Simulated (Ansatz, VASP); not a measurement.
# Two plane-wave programs on Bi3O

Contents of INCAR:

```
SYSTEM = Bi3O
PREC = Accurate ; ENCUT = 600
EDIFF = 1E-7 ; ISMEAR = 0
SIGMA = 0.2 ; LREAL = .FALSE.
LASPH = .TRUE. ; NELM = 120
ALGO = Normal ; ISIF = 3
LWAVE = .FALSE. ; LCHARG = .FALSE.
GGA = PE ; IBRION = 2
NSW = 36 ; EDIFFG = -0.08
GGA_COMPAT = .FALSE. ; NELMIN = 4
```

File KPOINTS:

```
Automatic mesh
0
G
  5 5 5
  0 0 0
```

The input POSCAR:

```
Bi3O
1.0
   -2.6331923800      2.6331923800      4.0462457400
    2.6331923800     -2.6331923800      4.0462457400
    2.6331923800      2.6331923800     -4.0462457400
Bi O
3 1
Direct
    0.7413730400      0.7413730400      0.0000000000
    0.2586269600      0.2586269600      0.0000000000
    0.0000000000      0.0000000000      0.0000000000
    0.5000000000      0.5000000000      0.0000000000
```

Input for Ansatz:

```yaml
crystal:
  lattice:
    - [-2.63319238, 2.63319238, 4.04624574]
    - [2.63319238, -2.63319238, 4.04624574]
    - [2.63319238, 2.63319238, -4.04624574]
  atoms:
    - { symbol: Bi, position: [0.74137304, 0.74137304, 0.0] }
    - { symbol: Bi, position: [0.25862696, 0.25862696, 0.0] }
    - { symbol: Bi, position: [0.0, 0.0, 0.0] }
    - { symbol: O, position: [0.5, 0.5, 0.0] }
basis:
  ecutwfc: 420
kpoints:
  mp_grid: { grid: [5, 5, 5] }
hamiltonian:
  xc: pbe
scf:
  occupations: { method: gaussian, width: 0.2 }
  lower_state_search: "off"
output:
  forces: true
  stress: true
  eigenvalues: true
relax:
  adjacent_minimum: "off"
  f_tol: 0.08
  max_steps: 16
  cell: { stress_tol: 0.8 }
```

Alike in both runs: task relaxation of cell and atoms; functional PBE; k mesh 5 × 5 × 5; occupations gaussian, width 0.2 eV; no spin polarisation.

|  | VASP | Ansatz |
| --- | --- | --- |
| version | VASP 6.6.1 | Ansatz 0.2.0 |
| potentials or method | VASP PAW PBE potentials, release 64 (Bi_d, O), cutoff 600 eV | scalar-relativistic, plane waves, PAW |
| valence electrons in the cell | 51 | 51 |

Ansatz gave:

- gap on the k mesh at the Fermi level, each at its own relaxed structure (eV): none
- relaxed volume (Å³/atom): 26.19
- relaxed length of the cell vector where the two differ most in proportion (Å): 6.600

Estimate VASP's values.

gap on the k mesh at the Fermi level, each at its own relaxed structure (eV): none; relaxed volume (Å³/atom): 26.10; relaxed length of the cell vector where the two differ most in proportion (Å): 6.516.

A gap of «none» marks a metal or a gap that the smearing closes.

Spin-orbit coupling is off throughout.
